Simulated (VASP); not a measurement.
# PbS (R3m) in VASP: single point with PBEsol

Aim: the single point of PbS with PBEsol.

Program: VASP 6.6.1. These are calculated values, not measurements. Logs are shortened: lines on timing, memory, paths and dates and some standing lists are left out, and cuts for length are marked.

## (1) The cell of the first run

The structure is trigonal, space group R3m (No. 160). The conventional cell has a = 4.225 Å, b = 4.225 Å, c = 10.356 Å, α = 90.00°, β = 90.00°, γ = 120.00°. Pb (site symmetry 3m) has 6 S at 2.96 to 3.02 Å within 3.9 Å. S (site symmetry 3m) has 6 Pb at 2.96 to 3.02 Å within 3.9 Å.

## (2) Single point, PBEsol

The input, INCAR:

```
  ALGO = Normal
  EDIFF = 1E-6
  ENCUT = 520
  GGA = PS
  ISIF = 2
  ISMEAR = 0
  LASPH = T
  LCHARG = T
  LELF = T
  LREAL = F
  LVHAR = T
  LWAVE = F
  NBANDS = 17
  NELM = 80
  PREC = Accurate
  SIGMA = 0.03
```

The input, KPOINTS:

```
k-points
0
Gamma
  12 12 12
```

The input, POSCAR:

```
PbS
1.0
    2.1126617058      1.2197458045      3.4519162518
   -2.1126617058      1.2197458045      3.4519162518
    0.0000000000     -2.4394916091      3.4519162518
Pb S
1 1
Direct
    0.9805657800      0.9805657800      0.9805657800
    0.4750355500      0.4750355500      0.4750355500
```

Potentials or basis: VASP PAW PBE potentials, release 64 (Pb_d, S).

On the command line:

```
cat potpaw_PBE.64/Pb_d/POTCAR potpaw_PBE.64/S/POTCAR > POTCAR
mpirun -np 1 vasp_std > vasp.out
```

OUTCAR:

```text
EDIFF = 1E-6
   ENCUT = 520
   GGA = PS
   ISIF = 2
   ISMEAR = 0
   LASPH = T
   LREAL = F
   NELM = 80
   PREC = Accurate

 ion  position               nearest neighbor table
   1  0.981  0.981  0.981-   2 2.96   2 2.96   2 2.96   2 3.02   2 3.02   2 3.02
   2  0.475  0.475  0.475-   1 2.96   1 2.96   1 2.96   1 3.02   1 3.02   1 3.02

  LATTYP: Found a trigonal (rhomboedric) cell.
 ALAT       =     4.2269191050
 COS(alpha) =     0.5003774362

  Lattice vectors:

 A1 = (   2.1126617058,   1.2197458045,   3.4519162518)
 A2 = (  -2.1126617058,   1.2197458045,   3.4519162518)
 A3 = (   0.0000000000,  -2.4394916091,   3.4519162518)

Analysis of symmetry for initial positions (statically):
=====================================================================
 Subroutine PRICEL returns:
 Original cell was already a primitive cell.

 Routine SETGRP: Setting up the symmetry group for a
 trigonal (rhombohedral) supercell.

 Subroutine GETGRP returns: Found  6 space group operations
 (whereof  6 operations were pure point group operations)
 out of a pool of 12 trial point group operations.

The static configuration has the point symmetry C_3v.

Analysis of symmetry for dynamics (positions and initial velocities):
=====================================================================
 Subroutine PRICEL returns:
 Original cell was already a primitive cell.

 Routine SETGRP: Setting up the symmetry group for a
 trigonal (rhombohedral) supercell.

 Subroutine GETGRP returns: Found  6 space group operations
 (whereof  6 operations were pure point group operations)
 out of a pool of 12 trial point group operations.

The dynamic configuration has the point symmetry C_3v.

 Subroutine INISYM returns: Found  6 space group operations
 (whereof  6 operations are pure point group operations),
 and found     1 'primitive' translations

----------------------------------------------------------------------------------------

                                     Primitive cell

  volume of cell :      53.3717

  direct lattice vectors                    reciprocal lattice vectors
     2.112661706  1.219745805  3.451916252     0.236668274  0.136640492  0.096564722
    -2.112661706  1.219745805  3.451916252    -0.236668274  0.136640492  0.096564722
     0.000000000 -2.439491609  3.451916252     0.000000000 -0.273280984  0.096564722

  length of vectors
     4.226919105  4.226919105  4.226919105     0.289840028  0.289840028  0.289840028

  position of ions in fractional coordinates (direct lattice)
     0.980565780  0.980565780  0.980565780
     0.475035550  0.475035550  0.475035550

  ion indices of the primitive-cell ions
   primitive index   ion index
                 1           1
                 2           2

----------------------------------------------------------------------------------------

 KPOINTS: k-points

Automatic generation of k-mesh.
 Grid dimensions read from file:
 generate k-points for:   12   12   12

 Generating k-lattice:

  Cartesian coordinates                     Fractional coordinates (reciprocal lattice)
     0.019722356  0.011386708  0.008047060     0.083333333  0.000000000  0.000000000
    -0.019722356  0.011386708  0.008047060     0.000000000  0.083333333  0.000000000
     0.000000000 -0.022773415  0.008047060     0.000000000  0.000000000  0.083333333

  Length of vectors
     0.024153336  0.024153336  0.024153336

  Shift w.r.t. Gamma in fractional coordinates (k-lattice)
     0.000000000  0.000000000  0.000000000

 Subroutine IBZKPT returns following result:
 ===========================================

 Found    189 irreducible k-points:

 Following reciprocal coordinates:
            Coordinates               Weight
  0.000000  0.000000  0.000000      1.000000
  0.083333 -0.000000 -0.000000      6.000000
  0.166667 -0.000000  0.000000      6.000000
  0.250000  0.000000  0.000000      6.000000
  0.333333 -0.000000 -0.000000      6.000000
  0.416667  0.000000  0.000000      6.000000
[... 16 lines left out ...]
  0.500000  0.166667  0.000000     12.000000
 -0.416667  0.166667 -0.000000     12.000000
 [... further k-points ...]
   k-points           NKPTS =    189   k-points in BZ     NKDIM =    189   number of bands    NBANDS=     17
   number of dos      NEDOS =    301   number of ions     NIONS =      2
   total plane-waves  NPLWV =  32768
   dimension x,y,z NGX =    32 NGY =   32 NGZ =   32
   dimension x,y,z NGXF=    64 NGYF=   64 NGZF=   64
   ions per type =               1   1
   NGX,Y,Z   is equivalent  to a cutoff of  12.59, 12.59, 12.59 a.u.
   NGXF,Y,Z  is equivalent  to a cutoff of  25.17, 25.17, 25.17 a.u.
 SYSTEM =  unknown system
   PREC   = accura    normal or accurate (medium, high low for compatibility)
   ISTART =      0    job   : 0-new  1-cont  2-samecut
   ICHARG =      2    charge: 1-file 2-atom 10-const
   ISPIN  =      1    spin polarized calculation?
   LNONCOLLINEAR =      F non collinear calculations
   LSORBIT =      F    spin-orbit coupling
   LASPH  =      T    aspherical Exc in radial PAW
   ENCUT  =  520.0 eV  38.22 Ry    6.18 a.u.   7.86  7.86  7.86*2*pi/ulx,y,z
   NELM   =     80;   NELMIN=  2; NELMDL= -5     # of ELM steps
   EDIFF  = 0.1E-05   stopping-criterion for ELM
   LREAL  =      F    real-space projection
   EDIFFG = 0.1E-04   stopping-criterion for IOM
   NSW    =      0    number of steps for IOM
   IBRION =     -1    ionic relax: 0-MD 1-quasi-New 2-CG
   NFREE  =      0    steps in history (QN), initial steepest desc. (CG)
   ISIF   =      2    stress and relaxation
   ISYM   =      2    0-nonsym 1-usesym 2-fastsym
   POTIM  = 0.5000    time-step for ionic-motion
   TEBEG  =    0.0;   TEEND  =   0.0 temperature during run
   PSTRESS=    0.0 pullay stress
   NELECT =      20.0000    total number of electrons
   NUPDOWN=      -1.0000    fix difference up-down
   EMIN   =  10.00;   EMAX   =-10.00  energy-range for DOS
   EFERMI =   0.00;   METHOD = LEGACY
   ISMEAR =     0;   SIGMA  =   0.03  broadening in eV -4-tet -1-fermi 0-gaus
   EFERMI_NEDOS =   21; number of points for ismear=-14 and -15
   IALGO  =     38    algorithm
   IMIX   =      4    mixing-type and parameters
     AMIX     =   0.40;   BMIX     =  1.00
     AMIX_MAG =   1.60;   BMIX_MAG =  1.00
  volume/ion in A,a.u.               =      26.69       180.08
  Fermi-wavevector in a.u.,A,eV,Ry     =   1.180270  2.230386 18.953411  1.393036
  Thomas-Fermi vector in A             =   2.316565
   LORBIT       =      0    0 simple, 1 ext, 2 COOP (PROOUT), +10 PAW based schemes
   GGA     = PS    functional components
   LHFCALC =     F    Hartree Fock is set to
   AEXX    =    0.0000 exact exchange contribution
   IVDW    =     0    specifies the selected vdW correction
   LEPSILON=     F    determine dielectric tensor
   LRPA    =     F    only Hartree local field effects (RPA)
 non-spin polarized calculation
 Gauss-broadening in eV      SIGMA  =   0.03
  energy-cutoff  :      520.00
  volume of cell :       53.37
 maximum number of plane-waves:      1459
   NGX = 15   NGY = 15   NGZ = 15

 number of electron      20.0000002 magnetization

 Free energy of the ion-electron system (eV)
  ---------------------------------------------------
  ext. energy  EPLUGINS =         0.00000000
  ---------------------------------------------------
  free energy    TOTEN  =        -9.44391637 eV

  energy without entropy =       -9.44391637  energy(sigma->0) =       -9.44391637

 E-fermi :   5.4810     XC(G=0):  -9.7805

 val. band max:        5.3607520365   @ k =   0.5000   0.0000   0.0000
 cond. band min:       5.7144221299   @ k =   0.5000   0.0000   0.0000
 fundamental gap:      0.3536700935
 Fermi energy:         5.4809657305

 k-point     1 :       0.0000    0.0000    0.0000
  band No.  band energies     occupation
      1     -11.3131      2.00000
      2     -11.3127      2.00000
      3     -11.3127      2.00000
      4     -11.2993      2.00000
      5     -11.2993      2.00000
      6      -8.0109      2.00000
[... 9 lines left out ...]
     16      12.1221      0.00000
     17      13.9017      0.00000

 k-point     2 :       0.0833   -0.0000   -0.0000
  band No.  band energies     occupation
      1     -11.3125      2.00000
      2     -11.3114      2.00000
      3     -11.3110      2.00000
      4     -11.2999      2.00000
      5     -11.2999      2.00000
      6      -7.9524      2.00000
[... 9 lines left out ...]
     16      12.2974      0.00000
     17      14.5217      0.00000

 k-point     3 :       0.1667   -0.0000    0.0000
  band No.  band energies     occupation
      1     -11.3120      2.00000
      2     -11.3111      2.00000
      3     -11.3110      2.00000
      4     -11.2973      2.00000
      5     -11.2972      2.00000
      6      -7.7822      2.00000
[... 9 lines left out ...]
     16      12.6958      0.00000
     17      15.7043      0.00000

 k-point     4 :       0.2500    0.0000    0.0000
  band No.  band energies     occupation
      1     -11.3171      2.00000
      2     -11.3166      2.00000
      3     -11.3106      2.00000
      4     -11.2881      2.00000
      5     -11.2878      2.00000
      6      -7.5186      2.00000
[... 9 lines left out ...]
     16      13.3057      0.00000
     17      17.0205      0.00000
[... 343 lines left out ...]
      1     -11.3520      2.00000
      2     -11.3125      2.00000
      3     -11.3093      2.00000
      4     -11.2822      2.00000
      5     -11.2673      2.00000
      6      -6.9302      2.00000
[... 9 lines left out ...]
     16      15.7071      0.00000
     17      16.5952      0.00000

 k-point    23 :       0.5000    0.1667    0.0000
  band No.  band energies     occupation
      1     -11.3536      2.00000
      2     -11.3156      2.00000
      3     -11.3059      2.00000
      4     -11.2799      2.00000
      5     -11.2654      2.00000
      6      -6.7090      2.00000
[... 9 lines left out ...]
     16      15.7877      0.00000
     17      16.1695      0.00000

 k-point    24 :      -0.4167    0.1667   -0.0000
  band No.  band energies     occupation
      1     -11.3493      2.00000
      2     -11.3189      2.00000
      3     -11.3025      2.00000
      4     -11.2787      2.00000
      5     -11.2692      2.00000
      6      -6.6744      2.00000
[... 9 lines left out ...]
     16      14.9188      0.00000
     17      16.7360      0.00000

 [... further k-points ...]

------------------------ aborting loop because EDIFF is reached ----------------------------------------

  FORCE on cell =-STRESS in cart. coord.  units (eV):
  Direction    XX          YY          ZZ          XY          YZ          ZX
  --------------------------------------------------------------------------------------
  -------------------------------------------------------------------------------------
  Total       -0.6901434     -0.6901434     -0.6836751      0.0000000      0.0000000      0.0000000
  in kB      -20.7175847    -20.7175847    -20.5234100      0.0000000      0.0000000      0.0000000
  external PRESSURE =     -20.6528598 kB  Pullay stress =       0.0000000 kB

 VOLUME and BASIS-vectors are now :
 -----------------------------------------------------------------------------
  energy-cutoff  :      520.00
  volume of cell :       53.37
      direct lattice vectors                 reciprocal lattice vectors
     2.112661706  1.219745805  3.451916252     0.236668274  0.136640492  0.096564722
    -2.112661706  1.219745805  3.451916252    -0.236668274  0.136640492  0.096564722
     0.000000000 -2.439491609  3.451916252     0.000000000 -0.273280984  0.096564722

 POSITION                                       TOTAL-FORCE (eV/Angst)
 -----------------------------------------------------------------------------------
      0.00000     -0.00000     10.15449         0.000000      0.000000     -0.010601
      0.00000     -0.00000      4.91935         0.000000     -0.000000      0.010601
 -----------------------------------------------------------------------------------
    total drift:                                0.000000     -0.000000     -0.000516

  FREE ENERGIE OF THE ION-ELECTRON SYSTEM (eV)
  ---------------------------------------------------
  free  energy   TOTEN  =        -9.4439163706 eV

  energy  without entropy=       -9.4439163706  energy(sigma->0) =       -9.44391637
```

Wall time 2.1 min (1 thread of Intel Xeon Platinum 8488C (Sapphire Rapids), shared host); peak memory 0.3 GiB.

What came out:

```yaml
Free_energy: -9.4439 eV
Pressure: -2.1 GPa
Largest_force: 0.011 eV/Å
Band_gap_on_the_k_mesh: 0.35 eV, direct
```

Forces in eV/Å, atoms in the order of the input:
```
Pb   0.000  0.000 -0.011
S    0.000  0.000  0.011
```

Levels at points of the mesh, in eV from the valence-band top:
```
           k point  band 7  band 8  band 9  band 10  band 11  band 12  band 13  band 14
(0.00, 0.00, 0.00)   -6.06   -2.03   -2.03    -2.02     5.09     5.12     5.12     6.74
(0.50, 0.00, 0.00)   -8.73   -1.66   -1.66     0.00     0.35     1.98     1.99     8.49
(0.50, 0.50, 0.00)   -7.18   -5.02   -3.29    -3.28     3.83     5.48     5.59     5.61
(0.50, 0.50, 0.50)   -8.73   -1.65   -1.65    -0.04     0.39     1.98     1.98     8.48
```

Caveat: the PAW data sets were made with another functional, which shifts forces and pressure a little; spin-orbit coupling is left out, which moves the levels of the heavy elements. A k mesh can miss the band edges.
